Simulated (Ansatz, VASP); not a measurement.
**Two plane-wave programs on Cd**

The input INCAR:

```
SYSTEM = Cd
  PREC = Accurate
  ENCUT = 520
  EDIFF = 1E-7
  ISMEAR = 0
  SIGMA = 0.1
  LREAL = .FALSE.
  LASPH = .TRUE.
  NELM = 80
  ALGO = Fast
  ISIF = 2
  LWAVE = .FALSE.
  LCHARG = .FALSE.
  GGA = PE
  NBANDS = 19
```

Contents of KPOINTS:

```
Automatic mesh
0
G
  18 18 8
  0 0 0
```

Contents of POSCAR:

```
Cd
1.0
    2.8700245067      0.0000000000      0.0000000000
   -1.4350122533      2.4855141322      0.0000000000
    0.0000000000      0.0000000000      5.4966458190
Cd
2
Direct
    0.3333333333      0.6666666667      0.2500000000
    0.6666666667      0.3333333333      0.7500000000
```

Input for Ansatz:

```yaml
crystal:
  lattice:
    - [2.8700245067, 0.0, 0.0]
    - [-1.4350122533, 2.4855141322, 0.0]
    - [0.0, 0.0, 5.496645819]
  atoms:
    - { symbol: Cd, position: [0.3333333333, 0.6666666667, 0.25] }
    - { symbol: Cd, position: [0.6666666667, 0.3333333333, 0.75] }
basis:
  ecutwfc: 420
kpoints:
  mp_grid: { grid: [18, 18, 8] }
hamiltonian:
  xc: pbe
scf:
  occupations: { method: gaussian, width: 0.1 }
output:
  forces: true
  stress: true
  eigenvalues: true
```

Alike in both runs: task single point; functional PBE; k mesh 18 × 18 × 8; occupations gaussian, width 0.1 eV; no spin polarisation.

|  | VASP | Ansatz |
| --- | --- | --- |
| version | VASP 6.6.1 | Ansatz 0.2.0 |
| potentials or method | VASP PAW PBE potentials, release 64 (Cd), cutoff 520 eV | scalar-relativistic, plane waves, PAW |
| valence electrons in the cell | 24 | 40 |

|  | VASP | Ansatz | Ansatz less VASP |
| --- | --- | --- | --- |
| gap on the k mesh at the Fermi level (eV) | none | none | - |
| pressure (GPa) | 11.6 | 11.1 | -0.58 |
| traceless stress, the component that is largest in VASP (GPa) | -3.18 | -2.93 | +0.254 |

A gap of «none» marks a metal or a gap that the smearing closes. VASP's potentials hold 24 valence electrons a cell and Ansatz's 40, so a difference there can come from the potentials and not from the codes.
